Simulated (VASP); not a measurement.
Cu: single point with r2SCAN

Cu:

```
Cu
1.0
     0.00000    1.78039    1.80750
     1.78039    0.00000    1.80750
     1.78039    1.78039    0.00000
Cu
1
Cartesian
  0.0000 0.0000 0.0000
```

```
Program             : VASP 6.6.1
Task                : single point
Functional          : r2SCAN
Potentials or basis : VASP PAW PBE potentials, release 64 (Cu)
Cutoff              : 520 eV
k mesh              : 16 × 16 × 16
Occupations         : gaussian, width 0.15 eV
Spin                : no spin polarisation
```

```yaml
Pressure: 0.5 GPa
```

Stress tensor (GPa, compression positive):
```
 0.77  0.00  0.00
 0.00  0.77  0.00
 0.00  0.00 -0.15
```

Levels at points of the mesh, in eV from the Fermi level:
```tsv
k point	band 4	band 5	band 6	band 7	band 8	band 9
(0.00, 0.00, 0.00)	-3.18	-2.39	-2.31	23.66	26.88	26.96
(0.50, 0.00, 0.00)	-1.75	-1.72	-1.11	4.16	22.08	23.48
(0.50, 0.50, 0.00)	-1.57	-1.57	1.36	7.41	14.29	14.29
(0.50, 0.00, 0.50)	-1.60	-1.54	1.71	7.82	13.90	13.92
```

It took 2.7 min on 1 thread of Intel Xeon 6975P-C (shared host), peak memory 0.16 GiB.

Caveat: the PAW data sets were made with another functional, which shifts forces and pressure a little.
